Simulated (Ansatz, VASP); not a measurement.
**Two plane-wave programs on Fe**

```xyz
1
Lattice="-1.3789 1.3789 1.3789 1.3789 -1.3789 1.3789 1.3789 1.3789 -1.3789" Properties=species:S:1:pos:R:3 pbc="T T T"
Fe    0.0000    0.0000    0.0000
```

Alike in both runs: task single point; functional PBE; k mesh 8 × 8 × 8; collinear spin.

```csv
,VASP,Ansatz
version,VASP 6.6.1,Ansatz 0.2 development build
potentials or method,"VASP PAW PBE potentials, release 64 (Fe)",scalar-relativistic
plane-wave cutoff (eV),600,1225
occupations,"fermi-dirac, width 0.1 eV",fermi-dirac
```

```tsv
	VASP	Ansatz	Ansatz less VASP
net moment per atom (μB)	2.00	1.99	-0.006
size of the moment on the site where the two differ most (μB)	1.98	2.03	+0.050
```

Site moments also hang on the region over which each program counts them.

The k mesh is coarse, so the values compare programs but aren't converged.
